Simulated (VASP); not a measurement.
Wanted: the native input for a VASP 6.6.1 run.

* Task: single point
* Functional: r2SCAN
* Potentials or basis: VASP PAW PBE potentials, release 64 (Mg, O)
* Cutoff: 580 eV
* k mesh: 6 × 6 × 1
* Occupations: methfessel-paxton, width 0.15 eV
* Spin: no spin polarisation
* Dipole correction: yes
* Further INCAR settings: ALGO = Normal; EDIFF = 1e-06; NBANDS = 16

Slab: MgO (Periclase), a slab with vacuum.

```
Mg O
1.0
     2.98187    0.00000    0.00000
     1.49093    2.58237    0.00000
     0.00000    0.00000   11.65203
Mg O
2 2
Direct
  0.00000 0.00000 0.34329
  0.33333 0.33333 0.55224
  0.66667 0.66667 0.44776
  0.00000 0.00000 0.65671
```

One way to write it, as run:

POSCAR

```
MgO
1.0
    2.9818692963      0.0000000000      0.0000000000
    1.4909346481      2.5823745613      0.0000000000
    0.0000000000      0.0000000000     11.6520291278
Mg O
2 2
Direct
    0.0000000000      0.0000000000      0.3432878476
    0.3333333333      0.3333333333      0.5522373841
    0.6666666667      0.6666666667      0.4477626159
    1.0000000000      1.0000000000      0.6567121524
```

INCAR.step1

```
SYSTEM = MgO
PREC     = Accurate       ! precision mode
ENCUT    = 580            ! plane-wave cutoff, eV
ISMEAR   = 1              ! smearing method
SIGMA    = 0.15           ! smearing width, eV
LREAL    = .False.        ! projectors in reciprocal space
LASPH    = .True.         ! aspherical terms in the spheres
NELM     = 120            ! most SCF steps
LDIPOL   = .True.       
IDIPOL   = 3            
DIPOL    = 0.5 0.5 0.500
NBANDS   = 16             ! bands
GGA      = PE             ! functional
ALGO     = Normal         ! electronic algorithm
EDIFF    = 1E-5           ! SCF threshold, eV
LWAVE    = .True.         ! write WAVECAR
LCHARG   = .False.        ! write CHGCAR
GGA_COMPAT= .False.      
NELMDL   = -8
```

INCAR.step2

```
SYSTEM = MgO
PREC     = Accurate       ! precision mode
ENCUT    = 580            ! plane-wave cutoff, eV
EDIFF    = 1E-6           ! SCF threshold, eV
ISMEAR   = 1              ! smearing method
SIGMA    = 0.15           ! smearing width, eV
LREAL    = .False.        ! projectors in reciprocal space
LASPH    = .True.         ! aspherical terms in the spheres
NELM     = 120            ! most SCF steps
ALGO     = Normal         ! electronic algorithm
ISIF     = 2              ! what is computed and relaxed
LWAVE    = .False.        ! write WAVECAR
LCHARG   = .False.        ! write CHGCAR
LDIPOL   = .True.       
IDIPOL   = 3            
DIPOL    = 0.5 0.5 0.500
METAGGA  = R2SCAN         ! meta-GGA
LMIXTAU  = .True.       
NBANDS   = 16             ! bands
ISTART   = 1            
GGA_COMPAT= .False.
```

KPOINTS

```
regular mesh
0
Gamma
  6 6 1
  0 0 0
```

Potentials or basis: VASP PAW PBE potentials, release 64 (Mg, O).

Run with:

```bash
$ cat potpaw_PBE.64/Mg/POTCAR potpaw_PBE.64/O/POTCAR > POTCAR
$ cp INCAR.step1 INCAR
$ mpirun -np 1 vasp_std > vasp.out
$ cp INCAR.step2 INCAR
$ mpirun -np 1 vasp_std > vasp.out
```

Results of the run:

```yaml
Largest_force: 3.107 eV/Å
Band_gap_on_the_k_mesh: zero (band 8 reaches -1.77 eV, above the bottom of band 9 at -2.24 eV)
```

Caveat: the k points lie up to 0.41 Å⁻¹ apart; the PAW data sets were made with another functional, which shifts forces and pressure a little.

It took 3.1 min on 1 thread of Intel Xeon 8259CL, on a shared host, peak memory 0.24 GiB.
